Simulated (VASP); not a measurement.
# Be16H (a cell with a defect) in VASP: a series of runs

Be16H (a cell with a defect) is run at these levels: LDA; tasks: single point, relaxation of the atoms.

Everything below comes from runs of VASP 6.6.1. Logs are shortened: lines on timing, memory, paths and dates and some standing lists are left out, and cuts for length are marked.

### 1 The cell of the first run

The cell holds a defect, 17 atoms: a = 4.580 Å, b = 3.966 Å, c = 7.177 Å, α = 90.00°, β = 90.00°, γ = 90.00°.

### 2 Single point, LDA

Contents of INCAR:

```
SYSTEM = Be16H
PREC     = Accurate       ! precision mode
ENCUT    = 520            ! plane-wave cutoff, eV
EDIFF    = 1E-6           ! SCF threshold, eV
ISMEAR   = 0              ! smearing method
SIGMA    = 0.15           ! smearing width, eV
LREAL    = Auto         
LASPH    = .True.         ! aspherical terms in the spheres
NELM     = 100            ! most SCF steps
ALGO     = Normal         ! electronic algorithm
ISIF     = 2              ! what is computed and relaxed
LWAVE    = .False.        ! write WAVECAR
LCHARG   = .False.        ! write CHGCAR
GGA      = CA             ! functional
NBANDS   = 30             ! bands
```

Contents of KPOINTS:

```
Automatic mesh
0
Gamma
  5 6 4
  0 0 0
```

Contents of POSCAR:

```
Be16H
1.0
   -2.2900000000     -3.9663960000      0.0000000000
    3.4350000000     -1.9831980000      0.0000000000
    0.0000000000      0.0000000000      7.1768600000
Be H
16 1
Direct
    0.7494594542      0.5001371616      0.0050350710
    0.4979639244      0.3331270413      0.2488231622
    0.7494584655      0.5008430527      0.4967124899
    0.4768231639      0.3202940452      0.7495432543
    0.4986940944     -0.0003914189     -0.0025197649
    0.2494240401      0.8328570748      0.2475253802
    0.4969005023     -0.0000404220      0.4975709433
    0.2494457624      0.8223638416      0.7473712738
    0.2494187054      0.5006613786     -0.0013677291
    0.0009634663      0.3331031551      0.2488230229
    0.2494404648      0.5009390581      0.4958558478
    0.0221077633      0.3203466603      0.7495270912
    0.0001529952     -0.0003463293     -0.0025109867
    0.7494622927      0.8367937846      0.2485926993
    0.0019238711     -0.0000175648      0.4975749840
    0.7494569034      0.8680117347      0.7491483741
    0.7495218440      0.5035944753      0.7179221832
```

Potentials or basis: VASP PAW LDA potentials, release 64 (Be, H).

Started as:

```bash
> cat potpaw_LDA.64/Be/POTCAR potpaw_LDA.64/H/POTCAR > POTCAR
> mpirun -np 1 vasp_std > vasp.out
```

OUTCAR:

```text
SYSTEM = Be16H
   PREC = Accurate
   ENCUT = 520
   EDIFF = 1E-6
   ISMEAR = 0
   LREAL = Auto
   LASPH = .True.
   NELM = 100
   ISIF = 2
   GGA = CA

 ion  position               nearest neighbor table
   1  0.749  0.500  0.005-   2 2.20  10 2.20  14 2.20   9 2.29  13 2.29   5 2.29   9 2.29  13 2.29
                             5 2.29   4 2.33  12 2.33  16 2.35
   2  0.498  0.333  0.249-   1 2.20  11 2.21   7 2.22   3 2.22   9 2.23   5 2.24  10 2.28  14 2.28
                             6 2.29   6 2.29  10 2.30  14 2.31
   3  0.749  0.501  0.497-  17 1.59   2 2.22  10 2.22  14 2.22  11 2.29  11 2.29  15 2.29   7 2.29
                            15 2.30   7 2.30  12 2.32   4 2.32  16 2.32
   4  0.477  0.320  0.750-  17 1.46  12 2.08  16 2.19   9 2.19   5 2.19   7 2.21  11 2.22   8 2.23
                             8 2.25   3 2.32   1 2.33
   5  0.499  1.000  0.997-  16 2.18   4 2.19   6 2.23  14 2.23   2 2.24   8 2.24  13 2.28   9 2.28
                             1 2.29   9 2.29   1 2.29  13 2.30
   6  0.249  0.833  0.248-  11 2.22   9 2.22   7 2.22  15 2.22   5 2.23  13 2.23  10 2.29   2 2.29
                            10 2.29   2 2.29  14 2.29  14 2.29
   7  0.497  1.000  0.498-  16 2.21   4 2.21   2 2.22   6 2.22  14 2.22   8 2.23  15 2.27  11 2.28
                            11 2.29   3 2.29   3 2.30  15 2.31
   8  0.249  0.822  0.747-   9 2.21  11 2.21   4 2.23  12 2.23   7 2.23  15 2.24   5 2.24  13 2.24
                            12 2.25   4 2.25  16 2.30  16 2.30
   9  0.249  0.501  0.999-  12 2.19   4 2.19   8 2.21   6 2.22  10 2.23   2 2.23   5 2.28  13 2.28
                             1 2.29   1 2.29  13 2.29   5 2.29
  10  0.001  0.333  0.249-   1 2.20  11 2.21  15 2.22   3 2.22   9 2.23  13 2.24   2 2.28  14 2.28
                             6 2.29   6 2.29   2 2.30  14 2.31
  11  0.249  0.501  0.496-  10 2.21   2 2.21   8 2.21   6 2.22  12 2.22   4 2.22   7 2.28  15 2.28
                             7 2.29  15 2.29   3 2.29   3 2.29
  12  0.022  0.320  0.750-  17 1.46   4 2.08  16 2.19   9 2.19  13 2.19  15 2.21  11 2.22   8 2.23
                             8 2.25   3 2.32   1 2.33
  13  0.000  1.000  0.997-  16 2.18  12 2.19   6 2.23  14 2.23  10 2.24   8 2.24   5 2.28   9 2.28
                             1 2.29   9 2.29   1 2.29   5 2.30
  14  0.749  0.837  0.249-   1 2.20   3 2.22  15 2.22   7 2.22  13 2.23   5 2.23  10 2.28   2 2.28
                             6 2.29   6 2.29   2 2.31  10 2.31
  15  0.002  1.000  0.498-  16 2.21  12 2.21  10 2.22   6 2.22  14 2.22   8 2.24   7 2.27  11 2.28
                            11 2.29   3 2.29   3 2.30   7 2.31
  16  0.749  0.868  0.749-  17 1.46  13 2.18   5 2.18   4 2.19  12 2.19  15 2.21   7 2.21   8 2.30
                             8 2.30   3 2.32   1 2.35
  17  0.750  0.504  0.718-  12 1.46  16 1.46   4 1.46   3 1.59

  LATTYP: Found a simple orthorhombic cell.
 ALAT       =     3.9663962620
 B/A-ratio  =     1.1547004875
 C/A-ratio  =     1.8094157835

  Lattice vectors:

 A1 = (  -3.4350000000,   1.9831980000,   0.0000000000)
 A2 = (  -2.2900000000,  -3.9663960000,   0.0000000000)
 A3 = (   0.0000000000,   0.0000000000,   7.1768600000)

Analysis of symmetry for initial positions (statically):
=====================================================================
 Subroutine PRICEL returns:
 Original cell was already a primitive cell.

 Routine SETGRP: Setting up the symmetry group for a
 simple orthorhombic supercell.

 Subroutine GETGRP returns: Found  1 space group operations
 (whereof  1 operations were pure point group operations)
 out of a pool of  8 trial point group operations.

The static configuration has the point symmetry C_1 .

Analysis of symmetry for dynamics (positions and initial velocities):
=====================================================================
 Subroutine PRICEL returns:
 Original cell was already a primitive cell.

 Routine SETGRP: Setting up the symmetry group for a
 simple orthorhombic supercell.

 Subroutine GETGRP returns: Found  1 space group operations
[... 45 lines left out ...]
   PSTRESS=    0.0 pullay stress
   NELECT =      33.0000    total number of electrons
   NUPDOWN=      -1.0000    fix difference up-down
   EMIN   =  10.00;   EMAX   =-10.00  energy-range for DOS
   EFERMI =   0.00;   METHOD = LEGACY
   ISMEAR =     0;   SIGMA  =   0.15  broadening in eV -4-tet -1-fermi 0-gaus
   EFERMI_NEDOS =   21; number of points for ismear=-14 and -15
   IALGO  =     38    algorithm
   IMIX   =      4    mixing-type and parameters
     AMIX     =   0.40;   BMIX     =  1.00
     AMIX_MAG =   1.60;   BMIX_MAG =  1.00
  volume/ion in A,a.u.               =       7.67        51.75
  Fermi-wavevector in a.u.,A,eV,Ry     =   1.035573  1.956950 14.591049  1.072412
  Thomas-Fermi vector in A             =   2.169923
   LORBIT       =      0    0 simple, 1 ext, 2 COOP (PROOUT), +10 PAW based schemes
   GGA     = CA    functional components
   LHFCALC =     F    Hartree Fock is set to
   AEXX    =    0.0000 exact exchange contribution
   IVDW    =     0    specifies the selected vdW correction
   LEPSILON=     F    determine dielectric tensor
   LRPA    =     F    only Hartree local field effects (RPA)
 non-spin polarized calculation
 Gauss-broadening in eV      SIGMA  =   0.15
  energy-cutoff  :      520.00
  volume of cell :      130.38
 maximum number of plane-waves:      3532
 NGX is ok and might be reduce to    36
   NGX = 17   NGY = 15   NGZ = 27

 number of electron      33.0000001 magnetization

 Free energy of the ion-electron system (eV)
  ---------------------------------------------------
  ext. energy  EPLUGINS =         0.00000000
  ---------------------------------------------------
  free energy    TOTEN  =       -69.14390258 eV

  energy without entropy =      -69.13599442  energy(sigma->0) =      -69.13994850

 E-fermi :   7.1239     XC(G=0): -10.5978

 val. band max:        7.0590668229   @ k =   0.0000   0.5000   0.0000
 cond. band min:       7.1923017578   @ k =   0.4000   0.0000   0.0000
 fundamental gap:      0.1332349349
 Fermi energy:         7.1238782813

 k-point     1 :       0.0000    0.0000    0.0000
  band No.  band energies     occupation
      1      -5.2527      2.00000
      2      -3.0929      2.00000
      3      -2.3170      2.00000
      4      -0.4717      2.00000
      5       0.7805      2.00000
      6       1.3424      2.00000
[... 733 lines left out ...]
     27      11.7287      0.00000
     28      11.9899      0.00000

 [... further k-points ...]

 [bands above 28 left out]

------------------------ aborting loop because EDIFF is reached ----------------------------------------

  FORCE on cell =-STRESS in cart. coord.  units (eV):
  Direction    XX          YY          ZZ          XY          YZ          ZX
  --------------------------------------------------------------------------------------
  -------------------------------------------------------------------------------------
  Total       -3.2308998     -2.7955806     -4.9543436      0.3755747      0.0293273     -0.0508965
  in kB      -39.7043458    -34.3547328    -60.8836500      4.6154159      0.3604018     -0.6254646
  external PRESSURE =     -44.9809095 kB  Pullay stress =       0.0000000 kB

 VOLUME and BASIS-vectors are now :
 -----------------------------------------------------------------------------
  energy-cutoff  :      520.00
  volume of cell :      130.38
      direct lattice vectors                 reciprocal lattice vectors
    -2.290000000 -3.966396000  0.000000000    -0.109170306 -0.189088533  0.000000000
     3.435000000 -1.983198000  0.000000000     0.218340611 -0.126059022  0.000000000
     0.000000000  0.000000000  7.176860000     0.000000000  0.000000000  0.139336702

 POSITION                                       TOTAL-FORCE (eV/Angst)
 -----------------------------------------------------------------------------------
      0.00171     -3.96452      0.03614         0.000159      0.000637     -0.003636
      0.00395     -2.63578      1.78577         0.000632     -0.001734      0.004618
      0.00414     -3.96592      3.56484        -0.000411      0.000589     -0.003336
      0.00828     -2.52648      5.37937        -0.001459     -0.001910     -0.001745
      2.29165     -3.96044      7.15878         0.000979     -0.001428     -0.004415
      2.28968     -2.64103      1.77646        -0.001215      0.000225     -0.001637
[... 9 lines left out ...]
      1.26536     -4.69408      5.37653         0.007491     -0.003779     -0.000673
      0.01344     -3.97163      5.15243        -0.000073      0.003717      0.001095
 -----------------------------------------------------------------------------------
    total drift:                               -0.000283     -0.000195      0.000553

  FREE ENERGIE OF THE ION-ELECTRON SYSTEM (eV)
  ---------------------------------------------------
  free  energy   TOTEN  =       -69.1439025757 eV

  energy  without entropy=      -69.1359944241  energy(sigma->0) =      -69.13994850
```

Run time: 6.4 min. Hardware: 1 thread of Intel Xeon 6975P-C (Granite Rapids), shared host; peak memory 0.28 GiB.

What came out:

- Free energy: -69.1439 eV
- Pressure: -4.5 GPa
- Largest force: 0.008 eV/Å
- Band gap on the k mesh: zero (an odd number of electrons rules out a gap without spin polarisation)

Forces in eV/Å, atoms in the order of the input:
```
Be   0.000  0.001 -0.004
Be   0.001 -0.002  0.005
Be   0.000  0.001 -0.003
Be  -0.001 -0.002 -0.002
Be   0.001 -0.001 -0.004
Be  -0.001  0.000 -0.002
Be  -0.001  0.000  0.006
Be   0.000 -0.001  0.003
Be  -0.001 -0.001 -0.007
Be   0.003  0.001  0.005
Be   0.000 -0.001  0.003
Be  -0.002  0.003 -0.001
Be   0.000 -0.001 -0.005
Be  -0.003  0.003  0.000
Be  -0.002  0.000  0.006
Be   0.007 -0.004 -0.001
H    0.000  0.004  0.001
```

Stress tensor (GPa, compression positive):
```
-3.97  0.46 -0.06
 0.46 -3.44  0.04
-0.06  0.04 -6.09
```

Levels at points of the mesh, in eV from the Fermi level:
```tsv
k point	band 13	band 14	band 15	band 16	band 17	band 18	band 19	band 20
(0.00, 0.00, 0.00)	-4.02	-3.66	-0.76	0.15	0.44	0.62	0.94	1.08
(0.00, 0.50, 0.00)	-3.72	-3.62	-2.68	-2.54	-0.06	0.71	0.74	0.87
(0.00, 0.00, 0.50)	-2.69	-2.10	-2.05	-1.95	0.65	1.49	1.65	1.72
(0.00, 0.50, 0.50)	-4.16	-3.76	-3.53	-3.52	1.20	1.64	1.74	1.78
```

### 3 Single point, LDA

Contents of INCAR:

```
SYSTEM = Be16H
PREC = Accurate
ENCUT = 520
EDIFF = 1E-7
ISMEAR = 0
SIGMA = 0.15
LREAL = Auto
LASPH = .TRUE.
NELM = 100
ALGO = Normal
ISIF = 2
LWAVE = .FALSE.
LCHARG = .FALSE.
NBANDS = 30
```

Contents of KPOINTS:

```
Automatic mesh
0
G
  5 6 4
  0 0 0
```

Contents of POSCAR:

```
Be16H
1.0
   -2.2900000000     -3.9663960000      0.0000000000
    3.4350000000     -1.9831980000      0.0000000000
    0.0000000000      0.0000000000      7.1768600000
Be H
16 1
Direct
    0.7494594965      0.5001371749      0.0050350973
    0.4979638101      0.3331270904      0.2488230998
    0.7494584569      0.5008430518      0.4967125205
    0.4768230982      0.3202939297      0.7495432394
    0.4986941196     -0.0003913960     -0.0025197642
    0.2494239872      0.8328569735      0.2475254051
    0.4969005982     -0.0000404400      0.4975708905
    0.2494458119      0.8223639560      0.7473713124
    0.2494187146      0.5006614230     -0.0013676934
    0.0009634687      0.3331030745      0.2488230576
    0.2494404082      0.5009389898      0.4958558998
    0.0221077630      0.3203465649      0.7495271249
    0.0001530134     -0.0003464029     -0.0025109567
    0.7494623870      0.8367937140      0.2485927112
    0.0019239831     -0.0000176216      0.4975750111
    0.7494569412      0.8680117929      0.7491484347
    0.7495217621      0.5035944352      0.7179221802
```

Potentials or basis: VASP PAW LDA potentials, release 64 (Be, H).

Started as:

```bash
> cat potpaw_LDA.64/Be/POTCAR potpaw_LDA.64/H/POTCAR > POTCAR
> mpirun -np 1 vasp_std > vasp.out
```

Run time: 7.8 min. Hardware: 1 thread of Intel Xeon 6975P-C (Granite Rapids), shared host; peak memory 0.28 GiB.

It converged, with:

- Free energy: -69.1439 eV
- Pressure: -4.5 GPa
- Largest force: 0.009 eV/Å
- Band gap on the k mesh: zero (an odd number of electrons rules out a gap without spin polarisation)

Forces in eV/Å, atoms in the order of the input:
```
Be   0.000  0.001 -0.004
Be   0.001 -0.002  0.005
Be   0.000  0.001 -0.003
Be  -0.001 -0.002 -0.002
Be   0.001 -0.001 -0.004
Be  -0.001  0.000 -0.002
Be  -0.002  0.000  0.006
Be   0.000 -0.001  0.003
Be  -0.001 -0.001 -0.007
Be   0.003  0.001  0.005
Be   0.000 -0.001  0.003
Be  -0.002  0.003 -0.001
Be   0.000 -0.001 -0.005
Be  -0.003  0.003  0.000
Be  -0.002  0.000  0.006
Be   0.008 -0.004 -0.001
H    0.000  0.004  0.001
```

Stress tensor (GPa, compression positive):
```
-3.97  0.46 -0.06
 0.46 -3.44  0.04
-0.06  0.04 -6.09
```

Levels at points of the mesh, in eV from the Fermi level:
| k point | band 13 | band 14 | band 15 | band 16 | band 17 | band 18 | band 19 | band 20 |
| --- | --- | --- | --- | --- | --- | --- | --- | --- |
| (0.00, 0.00, 0.00) | -4.02 | -3.66 | -0.75 | 0.15 | 0.44 | 0.62 | 0.94 | 1.08 |
| (0.00, 0.50, 0.00) | -3.72 | -3.62 | -2.68 | -2.54 | -0.06 | 0.71 | 0.74 | 0.87 |
| (0.00, 0.00, 0.50) | -2.69 | -2.10 | -2.05 | -1.95 | 0.65 | 1.49 | 1.65 | 1.72 |
| (0.00, 0.50, 0.50) | -4.16 | -3.76 | -3.53 | -3.52 | 1.20 | 1.64 | 1.74 | 1.78 |

### 4 Relaxation of the atoms, LDA

Contents of INCAR:

```
  PREC = Accurate
  ENCUT = 520
  EDIFF = 1E-6
  ISMEAR = 0
  SIGMA = 0.15
  LREAL = Auto
  LASPH = T
  NELM = 100
  ALGO = Normal
  ISIF = 2
  LWAVE = F
  LCHARG = F
  GGA = CA
  IBRION = 2
  NSW = 80
  EDIFFG = -0.03
```

Contents of KPOINTS:

```
Automatic mesh
0
Gamma
  5 6 4
```

Contents of POSCAR:

```
Be16H
1.0
   -2.2900000000     -3.9663960000      0.0000000000
    3.4350000000     -1.9831980000      0.0000000000
    0.0000000000      0.0000000000      7.1768600000
Be H
16 1
Direct
    0.7500000700      0.5000000400      0.0000000000
    0.5000000400      0.3333333600      0.2500000000
    0.7500000700      0.5000000400      0.5000000000
    0.5000000400      0.3333333600      0.7500000000
    0.5000000300      0.0000000200      0.0000000000
    0.2500000400      0.8333333600      0.2500000000
    0.5000000300      0.0000000200      0.5000000000
    0.2500000400      0.8333333600      0.7500000000
    0.2500000300      0.5000000200      0.0000000000
    0.0000000100      0.3333333400      0.2500000000
    0.2500000300      0.5000000200      0.5000000000
    0.0000000100      0.3333333400      0.7500000000
    0.0000000000      0.0000000000      0.0000000000
    0.7500000800      0.8333333800      0.2500000000
    0.0000000000      0.0000000000      0.5000000000
    0.7500000800      0.8333333800      0.7500000000
    0.7406172200      0.5056092700      0.6936275700
```

Started as:

```bash
> cat potpaw_LDA.64/Be/POTCAR potpaw_LDA.64/H/POTCAR > POTCAR
> mpirun -np 1 vasp_std > vasp.out
```

Wall time 37 min (1 thread of Intel Xeon 6975P-C (Granite Rapids), shared host); peak memory 0.27 GiB.

Results (log left out):

* Free energy: -69.1436 eV
* Energy gained by relaxing: 18.7 meV/atom
* Ionic steps: 10
* Pressure after relaxing: -4.5 GPa
* Largest force after relaxing: 0.022 eV/Å
* Band gap on the k mesh: zero (an odd number of electrons rules out a gap without spin polarisation)

Forces on the atoms (eV/Å):
```
Be  -0.007  0.003 -0.015
Be  -0.006 -0.005 -0.009
Be  -0.007  0.000 -0.013
Be   0.001  0.002  0.002
Be   0.003  0.000  0.002
Be   0.000  0.002  0.008
Be   0.001 -0.001  0.001
Be  -0.004  0.003  0.012
Be   0.010 -0.006  0.008
Be  -0.001  0.007 -0.006
Be   0.006 -0.001 -0.011
Be   0.012  0.003 -0.004
Be   0.000 -0.004  0.002
Be  -0.007  0.003  0.000
Be   0.000  0.000  0.000
Be   0.004 -0.003  0.003
H   -0.003 -0.003  0.021
```

Stress tensor (GPa, compression positive):
```
-3.98  0.45 -0.06
 0.45 -3.45  0.04
-0.06  0.04 -6.03
```

The path:
```
step  energy change (eV)  largest force (eV/Å)  pressure (GPa)
   1              0.0000                1.5831           -4.04
   2             -0.2559                0.4132           -4.47
   3             -0.2779                0.3253           -4.47
   4             -0.2921                0.2698           -4.49
   5             -0.3033                0.1911           -4.49
   6             -0.3095                0.1313           -4.49
   7             -0.3138                0.1495           -4.48
   8             -0.3176                0.0514           -4.48
   9             -0.3178                0.0519           -4.48
  10             -0.3184                0.0218           -4.49
```

Final structure:
```yaml
crystal:
  lattice:
    - [-2.29000, -3.96640, 0.00000]
    - [3.43500, -1.98320, 0.00000]
    - [0.00000, 0.00000, 7.17686]
  atoms:
    - { symbol: Be, position: [0.74940, 0.50045, 0.00565] }
    - { symbol: Be, position: [0.49766, 0.33331, 0.24921] }
    - { symbol: Be, position: [0.74937, 0.50116, 0.49678] }
    - { symbol: Be, position: [0.47723, 0.32042, 0.74962] }
    - { symbol: Be, position: [0.49880, 0.99962, 0.99738] }
    - { symbol: Be, position: [0.24945, 0.83273, 0.24738] }
    - { symbol: Be, position: [0.49684, 0.99987, 0.49765] }
    - { symbol: Be, position: [0.24947, 0.82252, 0.74720] }
    - { symbol: Be, position: [0.24944, 0.50017, 0.99844] }
    - { symbol: Be, position: [0.00110, 0.33337, 0.24920] }
    - { symbol: Be, position: [0.24946, 0.50083, 0.49614] }
    - { symbol: Be, position: [0.02205, 0.32001, 0.74973] }
    - { symbol: Be, position: [0.99997, 0.99956, 0.99744] }
    - { symbol: Be, position: [0.74938, 0.83731, 0.24872] }
    - { symbol: Be, position: [0.00201, 0.99989, 0.49766] }
    - { symbol: Be, position: [0.74942, 0.86762, 0.74915] }
    - { symbol: H, position: [0.74958, 0.50343, 0.71627] }
```

Levels at points of the mesh, in eV from the Fermi level:
```
           k point  band 13  band 14  band 15  band 16  band 17  band 18  band 19  band 20
(0.00, 0.00, 0.00)    -4.02    -3.65    -0.76     0.14     0.44     0.62     0.93     1.08
(0.00, 0.50, 0.00)    -3.72    -3.62    -2.68    -2.54    -0.06     0.71     0.74     0.86
(0.00, 0.00, 0.50)    -2.69    -2.10    -2.05    -1.96     0.65     1.48     1.64     1.72
(0.00, 0.50, 0.50)    -4.16    -3.76    -3.53    -3.52     1.18     1.64     1.74     1.78
```

The gap in the log of VASP goes by the Fermi energy; the results here count the filled bands.